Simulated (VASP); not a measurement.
# SrC4 (C2) in VASP: single point with PBE

Aim: the single point of SrC4 with PBE.

Everything below comes from runs of VASP 6.6.1. Logs are shortened: lines on timing, memory, paths and dates and some standing lists are left out, and cuts for length are marked.

### 1 The cell of the first run

The structure is monoclinic, space group C2 (No. 5). Conventional cell: a = 9.724 Å, b = 4.994 Å, c = 5.134 Å, α = 90.00°, β = 119.19°, γ = 90.00°. Within 2.4 Å of Sr (site symmetry 2) lie 4 C at 1.80 Å. C (site symmetry 1) has 1 Sr at 1.80 Å within 2.4 Å. Within 2.4 Å of C (site symmetry 1) lie 1 Sr at 1.80 Å.

The cell was generated, and may not be a known phase.

### 2 Single point, PBE

INCAR reads:

```
SYSTEM = SrC4
PREC = Accurate ; ENCUT = 1300
EDIFF = 1E-6 ; ISMEAR = 0
SIGMA = 0.1 ; LREAL = .FALSE.
LASPH = .TRUE. ; NELM = 120
ALGO = Normal ; ISIF = 2
LWAVE = .FALSE. ; LCHARG = .FALSE.
GGA = PE ; NBANDS = 21
GGA_COMPAT = .FALSE.
```

KPOINTS reads:

```
Automatic mesh
0
G
  4 4 4
  0 0 0
```

POSCAR reads:

```
SrC4
1.0
    4.8620591500     -2.4971961800      0.0000000000
    4.8620591500      2.4971961800      0.0000000000
   -2.5040552600      0.0000000000      4.4820329100
Sr C
1 4
Direct
    0.9995999900      0.0004000100      0.5000000000
    0.3371550100      0.9202280100      0.4296149900
    0.9055900000      0.3217550000      0.8197820200
    0.0797719900      0.6628449900      0.5703850100
    0.6782450000      0.0944100000      0.1802179800
```

Potentials or basis: VASP PAW PBE potentials, release 64 (Sr_sv, C_h).

Command:

```bash
$ cat potpaw_PBE.64/Sr_sv/POTCAR potpaw_PBE.64/C_h/POTCAR > POTCAR
$ mpirun -np 1 vasp_std > vasp.out
```

OUTCAR:

```text
SYSTEM = SrC4
   PREC = Accurate
   ENCUT = 1300
   EDIFF = 1E-6
   ISMEAR = 0
   LREAL = .FALSE.
   LASPH = .TRUE.
   NELM = 120
   ISIF = 2
   GGA = PE

 ion  position               nearest neighbor table
   1  1.000  0.000  0.500-   3 1.80   5 1.80   2 1.80   4 1.80
   2  0.337  0.920  0.430-   1 1.80
   3  0.906  0.322  0.820-   1 1.80
   4  0.080  0.663  0.570-   1 1.80
   5  0.678  0.094  0.180-   1 1.80

  LATTYP: Found a base centered monoclinic cell.
 ALAT       =     9.7241183000
 B/A-ratio  =     0.5136087618
 C/A-ratio  =     0.5279751769
 COS(beta)  =    -0.4877307873

  Lattice vectors:

 A1 = (   4.8620591500,  -2.4971961800,   0.0000000000)
 A2 = (   4.8620591500,   2.4971961800,   0.0000000000)
 A3 = (  -2.5040552600,   0.0000000000,   4.4820329100)

Analysis of symmetry for initial positions (statically):
=====================================================================
 Subroutine PRICEL returns:
 Original cell was already a primitive cell.

 Routine SETGRP: Setting up the symmetry group for a
 base centered monoclinic supercell.

 Subroutine GETGRP returns: Found  2 space group operations
 (whereof  2 operations were pure point group operations)
 out of a pool of  4 trial point group operations.

The static configuration has the point symmetry C_2 .

Analysis of symmetry for dynamics (positions and initial velocities):
=====================================================================
 Subroutine PRICEL returns:
 Original cell was already a primitive cell.

 Routine SETGRP: Setting up the symmetry group for a
 base centered monoclinic supercell.

 Subroutine GETGRP returns: Found  2 space group operations
 (whereof  2 operations were pure point group operations)
 out of a pool of  4 trial point group operations.

The dynamic configuration has the point symmetry C_2 .

 Subroutine INISYM returns: Found  2 space group operations
 (whereof  2 operations are pure point group operations),
 and found     1 'primitive' translations

----------------------------------------------------------------------------------------

                                     Primitive cell

  volume of cell :     108.8373

[... 89 lines left out ...]
   LSORBIT =      F    spin-orbit coupling
   LASPH  =      T    aspherical Exc in radial PAW
   ENCUT  = 1300.0 eV  95.55 Ry    9.77 a.u.  16.07 16.07 15.09*2*pi/ulx,y,z
   NELM   =    120;   NELMIN=  2; NELMDL= -5     # of ELM steps
   EDIFF  = 0.1E-05   stopping-criterion for ELM
   LREAL  =      F    real-space projection
   EDIFFG = 0.1E-04   stopping-criterion for IOM
   NSW    =      0    number of steps for IOM
   IBRION =     -1    ionic relax: 0-MD 1-quasi-New 2-CG
   NFREE  =      0    steps in history (QN), initial steepest desc. (CG)
   ISIF   =      2    stress and relaxation
   ISYM   =      2    0-nonsym 1-usesym 2-fastsym
   POTIM  = 0.5000    time-step for ionic-motion
   TEBEG  =    0.0;   TEEND  =   0.0 temperature during run
   PSTRESS=    0.0 pullay stress
   NELECT =      26.0000    total number of electrons
   NUPDOWN=      -1.0000    fix difference up-down
   EMIN   =  10.00;   EMAX   =-10.00  energy-range for DOS
   EFERMI =   0.00;   METHOD = LEGACY
   ISMEAR =     0;   SIGMA  =   0.10  broadening in eV -4-tet -1-fermi 0-gaus
   EFERMI_NEDOS =   21; number of points for ismear=-14 and -15
   IALGO  =     38    algorithm
   IMIX   =      4    mixing-type and parameters
     AMIX     =   0.40;   BMIX     =  1.00
     AMIX_MAG =   1.60;   BMIX_MAG =  1.00
  volume/ion in A,a.u.               =      21.77       146.89
  Fermi-wavevector in a.u.,A,eV,Ry     =   1.015796  1.919577 14.039065  1.031842
  Thomas-Fermi vector in A             =   2.149103
   LORBIT       =      0    0 simple, 1 ext, 2 COOP (PROOUT), +10 PAW based schemes
   GGA     = PE    functional components
   LHFCALC =     F    Hartree Fock is set to
   AEXX    =    0.0000 exact exchange contribution
   IVDW    =     0    specifies the selected vdW correction
   LEPSILON=     F    determine dielectric tensor
   LRPA    =     F    only Hartree local field effects (RPA)
 non-spin polarized calculation
 Gauss-broadening in eV      SIGMA  =   0.10
  energy-cutoff  :     1300.00
  volume of cell :      108.84
 maximum number of plane-waves:     11632
   NGX = 33   NGY = 33   NGZ = 31

 number of electron      26.0000000 magnetization

 Free energy of the ion-electron system (eV)
  ---------------------------------------------------
  ext. energy  EPLUGINS =         0.00000000
  ---------------------------------------------------
  free energy    TOTEN  =        -7.16714560 eV

  energy without entropy =       -7.16612344  energy(sigma->0) =       -7.16663452

 E-fermi :  -0.8548     XC(G=0):  -7.8190

 val. band max:       -0.9297852267   @ k =   0.0000   0.0000   0.0000
 cond. band min:      -0.7803157208   @ k =   0.0000   0.0000   0.0000
 fundamental gap:      0.1494695059
 Fermi energy:        -0.8547561580

 k-point     1 :       0.0000    0.0000    0.0000
  band No.  band energies     occupation
      1     -34.7008      2.00000
      2     -18.5442      2.00000
      3     -18.5432      2.00000
      4     -18.5066      2.00000
      5      -9.1513      2.00000
      6      -7.1802      2.00000
[... 565 lines left out ...]
     20       2.2759      0.00000
     21       8.1394      0.00000

------------------------ aborting loop because EDIFF is reached ----------------------------------------

  FORCE on cell =-STRESS in cart. coord.  units (eV):
  Direction    XX          YY          ZZ          XY          YZ          ZX
  --------------------------------------------------------------------------------------
  -------------------------------------------------------------------------------------
  Total        8.0144444      8.5176736      8.3272053      0.0000000      0.0000000     -0.2715179
  in kB      117.9793685    125.3873258    122.5834724      0.0000000      0.0000000     -3.9969713
  external PRESSURE =     121.9833889 kB  Pullay stress =       0.0000000 kB

 VOLUME and BASIS-vectors are now :
 -----------------------------------------------------------------------------
  energy-cutoff  :     1300.00
  volume of cell :      108.84
      direct lattice vectors                 reciprocal lattice vectors
     4.862059150 -2.497196180  0.000000000     0.102837087 -0.200224557  0.057453784
     4.862059150  2.497196180  0.000000000     0.102837087  0.200224557  0.057453784
    -2.504055260  0.000000000  4.482032910     0.000000000  0.000000000  0.223113043

 POSITION                                       TOTAL-FORCE (eV/Angst)
 -----------------------------------------------------------------------------------
      3.61003     -2.49520      2.24102        -0.000000      0.139650      0.000000
      5.03769      1.45605      1.92555         2.848804     -2.020715     -0.557572
      3.91464     -1.45795      3.67429         0.635652      1.950890      2.760713
      2.18237      1.45605      2.55648        -2.848804     -2.020715      0.557572
      3.30542     -1.45795      0.80774        -0.635652      1.950890     -2.760713
 -----------------------------------------------------------------------------------
    total drift:                                0.000000     -0.000291     -0.000000

  FREE ENERGIE OF THE ION-ELECTRON SYSTEM (eV)
  ---------------------------------------------------
  free  energy   TOTEN  =        -7.1671456037 eV

  energy  without entropy=       -7.1661234450  energy(sigma->0) =       -7.16663452
```

OSZICAR:

```text
N       E                     dE             d eps       ncg     rms          rms(c)
DAV:   1     0.215897966782E+03    0.21590E+03   -0.19241E+04  1008   0.218E+03
DAV:   2     0.109668841327E+02   -0.20493E+03   -0.19954E+03  1436   0.326E+02
DAV:   3    -0.818405137595E+01   -0.19151E+02   -0.18815E+02  1440   0.852E+01
DAV:   4    -0.922054885273E+01   -0.10365E+01   -0.10279E+01  1455   0.171E+01
DAV:   5    -0.924808025570E+01   -0.27531E-01   -0.27520E-01  1521   0.246E+00    0.100E+02
DAV:   6    -0.743546715727E+01    0.18126E+01   -0.22372E+00  1188   0.846E+00    0.549E+01
DAV:   7    -0.716520556702E+01    0.27026E+00   -0.11525E+00  1248   0.594E+00    0.446E+00
DAV:   8    -0.723088833973E+01   -0.65683E-01   -0.10344E+00  1735   0.360E+00    0.337E+00
DAV:   9    -0.716403219334E+01    0.66856E-01   -0.42546E-01  1557   0.198E+00    0.126E+00
DAV:  10    -0.716605840286E+01   -0.20262E-02   -0.16605E-02  1123   0.808E-01    0.721E-01
DAV:  11    -0.716687410522E+01   -0.81570E-03   -0.15759E-03  1193   0.252E-01    0.289E-01
DAV:  12    -0.716709749427E+01   -0.22339E-03   -0.27643E-04  1143   0.106E-01    0.672E-02
DAV:  13    -0.716714067752E+01   -0.43183E-04   -0.81626E-05  1214   0.573E-02    0.145E-02
DAV:  14    -0.716714543043E+01   -0.47529E-05   -0.11928E-05  1477   0.232E-02    0.699E-03
DAV:  15    -0.716714560368E+01   -0.17325E-06   -0.91215E-07   844   0.604E-03
   1 F= -.71671456E+01 E0= -.71666345E+01  d E =-.102216E-02
```

Run time: 7.5 min. Hardware: 1 thread of Intel Xeon Platinum 8375C at 2.90GHz (Ice Lake), shared host; peak memory 0.61 GiB.

Results:

- Free energy: -7.1671 eV
- Pressure: 12.2 GPa
- Largest force: 3.537 eV/Å
- Band gap on the k mesh: 0.15 eV

Forces in eV/Å, atoms in the order of the input:
```
Sr   0.000  0.140  0.000
C    2.849 -2.021 -0.558
C    0.636  1.951  2.761
C   -2.849 -2.021  0.558
C   -0.636  1.951 -2.761
```

Levels at points of the mesh, in eV from the valence-band top:
| k point | band 10 | band 11 | band 12 | band 13 | band 14 | band 15 | band 16 | band 17 |
| --- | --- | --- | --- | --- | --- | --- | --- | --- |
| (0.00, 0.00, 0.00) | -1.59 | -0.28 | -0.13 | 0.00 | 0.15 | 0.86 | 0.92 | 1.95 |
| (0.50, 0.00, 0.00) | -1.62 | -1.02 | -0.62 | -0.55 | 0.52 | 1.21 | 1.37 | 2.11 |
| (0.50, 0.50, 0.00) | -1.76 | -1.72 | -0.85 | -0.79 | 1.11 | 1.20 | 1.35 | 1.81 |
| (0.00, 0.00, 0.50) | -1.65 | -1.01 | -0.56 | -0.39 | 0.49 | 1.21 | 1.23 | 2.15 |
| (0.50, 0.00, 0.50) | -1.28 | -1.16 | -0.92 | -0.70 | 0.94 | 1.42 | 1.50 | 1.79 |
| (0.50, 0.50, 0.50) | -1.76 | -1.19 | -0.67 | -0.55 | 0.58 | 1.30 | 1.35 | 2.01 |

Caveat: the cell stands under pressure; forces of over 1 eV/Å act on the atoms, so gaps and moduli don't describe the material at rest. A k mesh can miss the band edges.
